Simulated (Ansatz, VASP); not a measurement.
# AgCl: VASP beside Ansatz

```
Ag Cl
1.0
     3.40578    0.03906    0.03906
     0.03906    3.40578    0.03906
     0.03906    0.03906    3.40578
Ag Cl
1 1
Direct
  0.00000 0.00000 0.00000
  0.50000 0.50000 0.50000
```

Change from the starting cell: epitaxial_111 strain -0.9%.

Alike in both runs: task single point; functional r2SCAN; k mesh 8 × 8 × 8; no spin polarisation.

|  | VASP | Ansatz |
| --- | --- | --- |
| version | VASP 6.6.1 | Ansatz 0.2.0 |
| potentials or method | VASP PAW PBE potentials, release 64 (Ag, Cl) | plane waves, PAW |
| plane-wave cutoff (eV) | 520 | 500 |
| occupations | gaussian, width 0.01 eV | fixed |
| valence electrons in the cell | 18 | 26 |

```tsv
	VASP	Ansatz	Ansatz less VASP
gap on the k mesh at the Fermi level (eV)	1.11	1.16	+0.042
pressure (GPa)	-0.6	-0.5	+0.09
traceless stress, the component that is largest in VASP (GPa)	0.25	0.24	-0.005
```

VASP's potentials were made for PBE, not for r2SCAN. VASP's potentials hold 18 valence electrons a cell and Ansatz's 26, so a difference there can come from the potentials and not from the codes.
